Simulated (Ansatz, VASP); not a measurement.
**Si in VASP and in Ansatz**

```
Si
1.0
    -2.30285    2.30285    2.01128
     2.30285   -2.30285    2.01128
     2.30285    2.30285   -2.01128
Si
2
Direct
  0.26359 0.26359 0.00000
  0.73641 0.73641 0.00000
```

Alike in both runs: task relaxation of cell and atoms; functional PBE; k mesh 6 × 6 × 6; occupations gaussian, width 0.1 eV; no spin polarisation.

```csv
,VASP,Ansatz
version,VASP 6.6.1,Ansatz 0.2.0
potentials or method,"VASP PAW PBE potentials, release 64 (Si), cutoff 600 eV","scalar-relativistic, plane waves, PAW"
valence electrons in the cell,8,8
```

Ansatz gave:

| Quantity | Value |
| --- | --- |
| gap on the k mesh at the Fermi level, each at its own relaxed structure (eV) | none |
| relaxed volume (Å³/atom) | 16.29 |
| relaxed cell length with the largest relative difference (Å) | 3.583 |

Which values does VASP return?

gap on the k mesh at the Fermi level, each at its own relaxed structure (eV): none; relaxed volume (Å³/atom): 17.52; relaxed cell length with the largest relative difference (Å): 3.888.

A gap of «none» marks a metal or a gap that the smearing closes. One of these differences is far larger than is usual between the two programs; its cause wasn't traced.

Noted on VASP's run: the volume moved by over 15 % at a fixed basis, so the end points are rough.
